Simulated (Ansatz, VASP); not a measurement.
## AlNi: VASP beside Ansatz

File POSCAR:

```
AlNi
1.0
    1.9386940000     -1.9531901500      0.0000000000
    1.9386940000      1.9531901500      0.0000000000
    0.0000000000      0.0000000000      3.0994300413
Al Ni
1 1
Direct
    0.0000000000      0.0000000000      0.0000000000
    0.5000000000      0.5000000000      0.5000000000
```

Contents of INCAR.step1:

```
PREC     = Accurate       # precision mode
ENCUT    = 520            # plane-wave cutoff, eV
ISMEAR   = -1             # smearing method
SIGMA    = 0.1            # smearing width, eV
LREAL    = F              # projectors in reciprocal space
LASPH    = T              # aspherical terms in the spheres
NELM     = 100            # most SCF steps
NBANDS   = 14             # bands
GGA      = PE             # functional
ALGO     = Normal         # electronic algorithm
EDIFF    = 1E-4           # SCF threshold, eV
LWAVE    = T              # write WAVECAR
LCHARG   = F              # write CHGCAR
```

Contents of INCAR.step2:

```
PREC     = Accurate       # precision mode
ENCUT    = 520            # plane-wave cutoff, eV
EDIFF    = 1E-6           # SCF threshold, eV
ISMEAR   = -1             # smearing method
SIGMA    = 0.1            # smearing width, eV
LREAL    = F              # projectors in reciprocal space
LASPH    = T              # aspherical terms in the spheres
NELM     = 100            # most SCF steps
ALGO     = Normal         # electronic algorithm
ISIF     = 2              # what is computed and relaxed
LWAVE    = F              # write WAVECAR
LCHARG   = F              # write CHGCAR
METAGGA  = R2SCAN         # meta-GGA
LMIXTAU  = T            
NBANDS   = 14             # bands
ISTART   = 1
```

The input KPOINTS:

```
regular mesh
0
Gamma
  16 16 14
```

Input for Ansatz:

```yaml
crystal:
  lattice:
    - [1.938694, -1.95319015, 0.0]
    - [1.938694, 1.95319015, 0.0]
    - [0.0, 0.0, 3.0994300413]
  atoms:
    - { symbol: Al, position: [0.0, 0.0, 0.0] }
    - { symbol: Ni, position: [0.5, 0.5, 0.5] }
basis:
  ecutwfc: 500
kpoints:
  mp_grid: { grid: [16, 16, 14] }
hamiltonian:
  xc: r2scan
scf:
  occupations: { method: fermi_dirac, width: 0.1 }
output:
  forces: true
  stress: true
  eigenvalues: true
```

Alike in both runs: task single point; functional r2SCAN; k mesh 16 × 16 × 14; occupations fermi-dirac, width 0.1 eV; no spin polarisation.

|  | VASP | Ansatz |
| --- | --- | --- |
| version | VASP 6.6.1 | Ansatz 0.2.0 |
| potentials or method | VASP PAW PBE potentials, release 64 (Al, Ni), cutoff 520 eV | scalar-relativistic, plane waves, PAW |
| valence electrons in the cell | 13 | 21 |

Ansatz gave:

* gap on the k mesh at the Fermi level (eV): none
* pressure (GPa): 0.7
* traceless stress, the component that is largest in VASP (GPa): -4.52

Q: Which values does VASP return?

A: gap on the k mesh at the Fermi level (eV): none; pressure (GPa): 0.5; traceless stress, the component that is largest in VASP (GPa): -4.68.

VASP's potentials were made for PBE, not for r2SCAN. A gap of «none» marks a metal or a gap that the smearing closes. VASP's potentials hold 13 valence electrons a cell and Ansatz's 21, so a difference there can come from the potentials and not from the codes.
